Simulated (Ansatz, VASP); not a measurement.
# SiNi in VASP and in Ansatz

File INCAR:

```
SYSTEM = SiNi
ALGO     = Normal         ! electronic algorithm
EDIFF    = 1E-6           ! SCF threshold, eV
EDIFFG   = -0.005         ! ionic threshold
ENCUT    = 600            ! plane-wave cutoff, eV
GGA      = PE             ! functional
IBRION   = 2              ! ionic algorithm
ISIF     = 3              ! what is computed and relaxed
ISMEAR   = -1             ! smearing method
LASPH    = .TRUE.         ! aspherical terms in the spheres
LCHARG   = .FALSE.        ! write CHGCAR
LREAL    = .FALSE.        ! projectors in reciprocal space
LWAVE    = .FALSE.        ! write WAVECAR
NELM     = 80             ! most SCF steps
NSW      = 60             ! ionic steps
PREC     = Accurate       ! precision mode
SIGMA    = 0.1            ! smearing width, eV
```

The input KPOINTS:

```
k-points
0
G
  15 15 15
  0 0 0
```

Contents of POSCAR:

```
SiNi
1.0
    0.0000000000      2.3024851496      2.3024851496
    2.3024851496      0.0000000000      2.3024851496
    2.3024851496      2.3024851496      0.0000000000
Ni Si
1 1
Direct
    0.0000000000      0.0000000000      0.0000000000
    0.5000000000      0.5000000000      0.5000000000
```

Input for Ansatz:

```yaml
crystal:
  lattice:
    - [0.0, 2.3024851496, 2.3024851496]
    - [2.3024851496, 0.0, 2.3024851496]
    - [2.3024851496, 2.3024851496, 0.0]
  atoms:
    - { symbol: Ni, position: [0.0, 0.0, 0.0] }
    - { symbol: Si, position: [0.5, 0.5, 0.5] }
kpoints:
  mp_grid: { grid: [15, 15, 15] }
scf:
  occupations: { method: fermi_dirac, width: 0.1 }
hamiltonian:
  xc: pbe
  pseudopotentials: { kind: paw }
output:
  forces: true
  stress: true
relax:
  f_tol: 0.005
  max_steps: 40
  cell: {}
```

Alike in both runs: task relaxation of cell and atoms; functional PBE; k mesh 15 × 15 × 15; occupations fermi-dirac, width 0.1 eV; no spin polarisation.

|  | VASP | Ansatz |
| --- | --- | --- |
| version | VASP 6.6.1 | Ansatz 0.2.0 |
| potentials or method | VASP PAW PBE potentials, release 64 (Ni, Si) | PAW with Ansatz's default frozen-core files, scalar-relativistic |
| plane-wave cutoff (eV) | 600 | 420 |
| valence electrons in the cell | 14 | 22 |

Ansatz gave:

| Quantity | Value |
| --- | --- |
| relaxed volume (Å³/atom) | 13.32 |
| relaxed cell length with the largest relative difference (Å) | 3.352 |

Question: What did VASP give for the same quantities?

Answer: Relaxed volume (Å³/atom): 13.31; relaxed cell length with the largest relative difference (Å): 3.351.

VASP's potentials hold 14 valence electrons a cell and Ansatz's 22, so a difference there can come from the potentials and not from the codes.
